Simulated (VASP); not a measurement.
# LiCl (I4/mmm) in VASP: a series of runs

LiCl is run at these levels: r2SCAN; tasks: single point.

All numbers are computed with VASP 6.6.1; they aren't measurements. Logs are shortened: lines on timing, memory, paths and dates and some standing lists are left out, and cuts for length are marked.

## (1) The cell of the first run

Symmetry: I4/mmm, No. 139, tetragonal system. Conventional cell: a = 3.413 Å, b = 3.413 Å, c = 5.792 Å, α = 90.00°, β = 90.00°, γ = 90.00°. Li (site symmetry 4/mmm) has 6 Cl at 2.41 to 2.90 Å within 3.2 Å. Within 3.2 Å of Cl (site symmetry 4/mmm) lie 6 Li at 2.41 to 2.90 Å.

## (2) Single point, r2SCAN

File POSCAR:

```
LiCl
1.0
    0.0000000000      2.4135315654      2.8962378785
    2.4135315654      0.0000000000      2.8962378785
    2.4135315654      2.4135315654      0.0000000000
Li Cl
1 1
Direct
    0.0000000000      0.0000000000      0.0000000000
    0.5000000000      0.5000000000      0.5000000000
```

File INCAR.step1:

```
PREC     = Accurate       # precision mode
ENCUT    = 520            # plane-wave cutoff, eV
ISMEAR   = 0              # smearing method
SIGMA    = 0.05           # smearing width, eV
LREAL    = False          # projectors in reciprocal space
LASPH    = True           # aspherical terms in the spheres
NELM     = 80             # most SCF steps
NBANDS   = 12             # bands
GGA      = PE             # functional
ALGO     = Normal         # electronic algorithm
EDIFF    = 1E-4           # SCF threshold, eV
LWAVE    = True           # write WAVECAR
LCHARG   = False          # write CHGCAR
```

File INCAR.step2:

```
PREC     = Accurate       # precision mode
ENCUT    = 520            # plane-wave cutoff, eV
EDIFF    = 1E-6           # SCF threshold, eV
ISMEAR   = 0              # smearing method
SIGMA    = 0.05           # smearing width, eV
LREAL    = False          # projectors in reciprocal space
LASPH    = True           # aspherical terms in the spheres
NELM     = 80             # most SCF steps
ALGO     = Normal         # electronic algorithm
ISIF     = 2              # what is computed and relaxed
LWAVE    = False          # write WAVECAR
LCHARG   = True           # write CHGCAR
METAGGA  = R2SCAN         # meta-GGA
LMIXTAU  = True         
LELF     = True           # ELF
LVHAR    = True         
NBANDS   = 12             # bands
ISTART   = 1
```

File KPOINTS:

```
regular mesh
0
Gamma
  8 8 8
```

Potentials or basis: VASP PAW PBE potentials, release 64 (Li_sv, Cl).

Command:

```sh
cat potpaw_PBE.64/Li_sv/POTCAR potpaw_PBE.64/Cl/POTCAR > POTCAR
cp INCAR.step1 INCAR
mpirun -np 1 vasp_std > vasp.out
cp INCAR.step2 INCAR
mpirun -np 1 vasp_std > vasp.out
```

OUTCAR:

```text
PREC = Accurate
   ENCUT = 520
   EDIFF = 1E-6
   ISMEAR = 0
   LREAL = False
   LASPH = True
   NELM = 80
   ISIF = 2
   METAGGA = R2SCAN
   ISTART = 1

 ion  position               nearest neighbor table
   1  0.000  0.000  0.000-   2 2.41   2 2.41   2 2.41   2 2.41
   2  0.500  0.500  0.500-   1 2.41   1 2.41   1 2.41   1 2.41

  LATTYP: Found a body centered tetragonal cell.
 ALAT       =     3.4132490730
 C/A-ratio  =     1.6970562749

  Lattice vectors:

 A1 = (  -2.4135315654,   0.0000000000,   2.8962378785)
 A2 = (   2.4135315654,   0.0000000000,   2.8962378785)
 A3 = (   0.0000000000,   2.4135315654,  -2.8962378785)

Analysis of symmetry for initial positions (statically):
=====================================================================
 Subroutine PRICEL returns:
 Original cell was already a primitive cell.

 Routine SETGRP: Setting up the symmetry group for a
 body centered tetragonal supercell.

 Subroutine GETGRP returns: Found 16 space group operations
 (whereof 16 operations were pure point group operations)
 out of a pool of 16 trial point group operations.

The static configuration has the point symmetry D_4h.

Analysis of symmetry for dynamics (positions and initial velocities):
=====================================================================
 Subroutine PRICEL returns:
 Original cell was already a primitive cell.

 Routine SETGRP: Setting up the symmetry group for a
 body centered tetragonal supercell.

 Subroutine GETGRP returns: Found 16 space group operations
 (whereof 16 operations were pure point group operations)
 out of a pool of 16 trial point group operations.

The dynamic configuration has the point symmetry D_4h.

 Subroutine INISYM returns: Found 16 space group operations
 (whereof 16 operations are pure point group operations),
 and found     1 'primitive' translations

----------------------------------------------------------------------------------------

                                     Primitive cell

  volume of cell :      33.7420

  direct lattice vectors                    reciprocal lattice vectors
     0.000000000  2.413531565  2.896237879    -0.207165304  0.207165304  0.172637753
     2.413531565  0.000000000  2.896237879     0.207165304 -0.207165304  0.172637753
     2.413531565  2.413531565  0.000000000     0.207165304  0.207165304 -0.172637753

  length of vectors
     3.770056825  3.770056825  3.413249073     0.340056936  0.340056936  0.340056936

  position of ions in fractional coordinates (direct lattice)
     0.000000000  0.000000000  0.000000000
     0.500000000  0.500000000  0.500000000

  ion indices of the primitive-cell ions
   primitive index   ion index
[... 80 lines left out ...]
   ISIF   =      2    stress and relaxation
   ISYM   =      2    0-nonsym 1-usesym 2-fastsym
   POTIM  = 0.5000    time-step for ionic-motion
   TEBEG  =    0.0;   TEEND  =   0.0 temperature during run
   PSTRESS=    0.0 pullay stress
   NELECT =      10.0000    total number of electrons
   NUPDOWN=      -1.0000    fix difference up-down
   EMIN   =  10.00;   EMAX   =-10.00  energy-range for DOS
   EFERMI =   0.00;   METHOD = LEGACY
   ISMEAR =     0;   SIGMA  =   0.05  broadening in eV -4-tet -1-fermi 0-gaus
   EFERMI_NEDOS =   21; number of points for ismear=-14 and -15
   IALGO  =     38    algorithm
   IMIX   =      4    mixing-type and parameters
     AMIX     =   0.40;   BMIX     =  1.00
     AMIX_MAG =   1.60;   BMIX_MAG =  1.00
  volume/ion in A,a.u.               =      16.87       113.85
  Fermi-wavevector in a.u.,A,eV,Ry     =   1.091486  2.062609 16.209183  1.191341
  Thomas-Fermi vector in A             =   2.227732
   LORBIT       =      0    0 simple, 1 ext, 2 COOP (PROOUT), +10 PAW based schemes
   METAGGA = R2SCAN    functional components
   LHFCALC =     F    Hartree Fock is set to
   AEXX    =    0.0000 exact exchange contribution
   IVDW    =     0    specifies the selected vdW correction
   LEPSILON=     F    determine dielectric tensor
   LRPA    =     F    only Hartree local field effects (RPA)
 non-spin polarized calculation
 Gauss-broadening in eV      SIGMA  =   0.05
  energy-cutoff  :      520.00
  volume of cell :       33.74
 maximum number of plane-waves:       928
   NGX = 15   NGY = 15   NGZ = 13

 number of electron      10.0000001 magnetization

 Free energy of the ion-electron system (eV)
  ---------------------------------------------------
  ext. energy  EPLUGINS =         0.00000000
  ---------------------------------------------------
  free energy    TOTEN  =       -12.51214190 eV

  energy without entropy =      -12.51214190  energy(sigma->0) =      -12.51214190

 E-fermi :   0.4805     XC(G=0):  -9.1232

 val. band max:        0.2023885157   @ k =   0.0000   0.0000   0.0000
 cond. band min:       7.3775090545   @ k =   0.0000   0.0000   0.0000
 fundamental gap:      7.1751205387
 Fermi energy:         0.4805473715

 k-point     1 :       0.0000    0.0000    0.0000
  band No.  band energies     occupation
      1     -44.5596      2.00000
      2     -13.8620      2.00000
      3       0.0284      2.00000
      4       0.0284      2.00000
      5       0.2024      2.00000
      6       7.3775      0.00000
      7      11.9559      0.00000
      8      13.5717      0.00000
      9      13.5717      0.00000
     10      14.1351      0.00000
     11      14.2143      0.00000
     12      16.9561      0.00000
[... 331 lines left out ...]
 k-point    24 :       0.3750    0.0000    0.1250
  band No.  band energies     occupation
      1     -44.5566      2.00000
      2     -13.3622      2.00000
      3      -2.1769      2.00000
      4      -0.3747      2.00000
      5      -0.2343      2.00000
      6       8.4378      0.00000
      7      10.8959      0.00000
      8      11.3760      0.00000
      9      12.2313      0.00000
     10      15.1928      0.00000
     11      17.6487      0.00000
     12      19.1376      0.00000

 [... further k-points ...]
[... 5 lines left out ...]
  --------------------------------------------------------------------------------------
  -------------------------------------------------------------------------------------
  Total        0.7017709      0.7017709     -0.5521909      0.0000000      0.0000000     -0.0000000
  in kB       33.3223580     33.3223580    -26.2198153      0.0000000      0.0000000     -0.0000000
  external PRESSURE =      13.4749669 kB  Pullay stress =       0.0000000 kB

 VOLUME and BASIS-vectors are now :
 -----------------------------------------------------------------------------
  energy-cutoff  :      520.00
  volume of cell :       33.74
      direct lattice vectors                 reciprocal lattice vectors
     0.000000000  2.413531565  2.896237879    -0.207165304  0.207165304  0.172637753
     2.413531565  0.000000000  2.896237879     0.207165304 -0.207165304  0.172637753
     2.413531565  2.413531565  0.000000000     0.207165304  0.207165304 -0.172637753

 POSITION                                       TOTAL-FORCE (eV/Angst)
 -----------------------------------------------------------------------------------
      0.00000      0.00000      0.00000         0.000000      0.000000      0.000000
      2.41353      2.41353      2.89624        -0.000000     -0.000000      0.000000
 -----------------------------------------------------------------------------------
    total drift:                                0.000000      0.000000      0.000000

  FREE ENERGIE OF THE ION-ELECTRON SYSTEM (eV)
  ---------------------------------------------------
  free  energy   TOTEN  =       -12.5121419004 eV

  energy  without entropy=      -12.5121419004  energy(sigma->0) =      -12.51214190
```

OUTCAR.step1:

```text
PREC = Accurate
   ENCUT = 520
   ISMEAR = 0
   LREAL = False
   LASPH = True
[... 582 lines left out ...]
      0.00000      0.00000      0.00000        -0.000000      0.000000      0.000000
      2.41353      2.41353      2.89624         0.000000      0.000000     -0.000000
 -----------------------------------------------------------------------------------
    total drift:                                0.000000      0.000000      0.000000

  FREE ENERGIE OF THE ION-ELECTRON SYSTEM (eV)
  ---------------------------------------------------
  free  energy   TOTEN  =        -7.3162572386 eV

  energy  without entropy=       -7.3162572386  energy(sigma->0) =       -7.31625724
```

OSZICAR.step1:

```text
N       E                     dE             d eps       ncg     rms          rms(c)
DAV:   1     0.420082231646E+02    0.42008E+02   -0.40835E+03  1416   0.772E+02
DAV:   2    -0.484119689155E+01   -0.46849E+02   -0.44936E+02  1748   0.146E+02
DAV:   3    -0.733890159886E+01   -0.24977E+01   -0.24916E+01  1944   0.350E+01
DAV:   4    -0.739893721593E+01   -0.60036E-01   -0.60022E-01  1952   0.552E+00
DAV:   5    -0.739971533176E+01   -0.77812E-03   -0.77811E-03  1988   0.559E-01    0.245E+00
DAV:   6    -0.731249415518E+01    0.87221E-01   -0.17756E-01  1784   0.194E+00    0.176E+00
DAV:   7    -0.731145401824E+01    0.10401E-02   -0.59251E-02  2036   0.127E+00    0.980E-01
DAV:   8    -0.731632130882E+01   -0.48673E-02   -0.85388E-03  1668   0.620E-01    0.177E-01
DAV:   9    -0.731625723862E+01    0.64070E-04   -0.24597E-04  1848   0.113E-01
   1 F= -.73162572E+01 E0= -.73162572E+01  d E =-.278422E-27
```

It took 2.7 min on 1 thread of Intel Xeon 8259CL, shared host; peak memory 0.17 GiB.

What came out:

| Item | Value |
| --- | --- |
| Free energy | -12.5121 eV |
| Band gap on the k mesh | 7.18 eV |

Caveat: the cutoff is under 1.25 times the usual one of these potentials, so pressure, stress and relaxed cells hold a basis-set (Pulay) error; the PAW data sets were made with another functional, which shifts forces and pressure a little. A k mesh can miss the band edges.

## (3) Single point, r2SCAN

This run uses another cell than the first one, of the same volume but with other edges.

File POSCAR:

```
LiCl
1.0
    0.0000000000      2.7862186671      2.1732505603
    2.7862186671      0.0000000000      2.1732505603
    2.7862186671      2.7862186671      0.0000000000
Li Cl
1 1
Direct
    0.0000000000      0.0000000000      0.0000000000
    0.5000000000      0.5000000000      0.5000000000
```

File INCAR.step1:

```
  PREC = Accurate
  ENCUT = 520
  ISMEAR = 0
  SIGMA = 0.05
  LREAL = False
  LASPH = True
  NELM = 60
  NBANDS = 12
  GGA = PE
  ALGO = Normal
  EDIFF = 1E-4
  LWAVE = True
  LCHARG = False
```

File INCAR.step2:

```
  PREC = Accurate
  ENCUT = 520
  EDIFF = 1E-6
  ISMEAR = 0
  SIGMA = 0.05
  LREAL = False
  LASPH = True
  NELM = 60
  ALGO = Normal
  ISIF = 2
  LWAVE = False
  LCHARG = True
  METAGGA = R2SCAN
  LMIXTAU = True
  LELF = True
  LVHAR = True
  NBANDS = 12
  ISTART = 1
```

File KPOINTS:

```
Automatic mesh
0
Gamma
  8 8 8
```

Potentials or basis: VASP PAW PBE potentials, release 64 (Li_sv, Cl).

Command:

```sh
cat potpaw_PBE.64/Li_sv/POTCAR potpaw_PBE.64/Cl/POTCAR > POTCAR
cp INCAR.step1 INCAR
mpirun -np 1 vasp_std > vasp.out
cp INCAR.step2 INCAR
mpirun -np 1 vasp_std > vasp.out
```

Wall time 2.4 min (1 thread of Intel Xeon 8259CL, shared host); peak memory 0.17 GiB.

Results (log left out):

```yaml
Free_energy: -12.3582 eV
Band_gap_on_the_k_mesh: 7.01 eV
```

Levels at points of the mesh, in eV from the valence-band top:
```
           k point  band 1  band 2  band 3  band 4  band 5  band 6  band 7  band 8  band 9  band 10
(0.00, 0.00, 0.00)  -44.83  -14.21   -0.99    0.00    0.00    7.01   12.25   12.25   13.33    14.26
(0.50, 0.00, 0.00)  -44.83  -13.69   -2.98   -0.75   -0.31    7.11    9.12   12.00   13.75    16.35
(0.50, 0.50, 0.00)  -44.83  -13.19   -3.10   -1.85   -1.85    7.99    9.01   14.39   14.39    16.00
(0.50, 0.00, 0.50)  -44.83  -13.51   -3.19   -1.92   -0.34    9.18    9.58   12.38   13.65    16.58
```

Caveat: the cutoff is under 1.25 times the usual one of these potentials, so pressure, stress and relaxed cells hold a basis-set (Pulay) error; the PAW data sets were made with another functional, which shifts forces and pressure a little. A k mesh can miss the band edges.

(Part 1 of 2 ends here.)
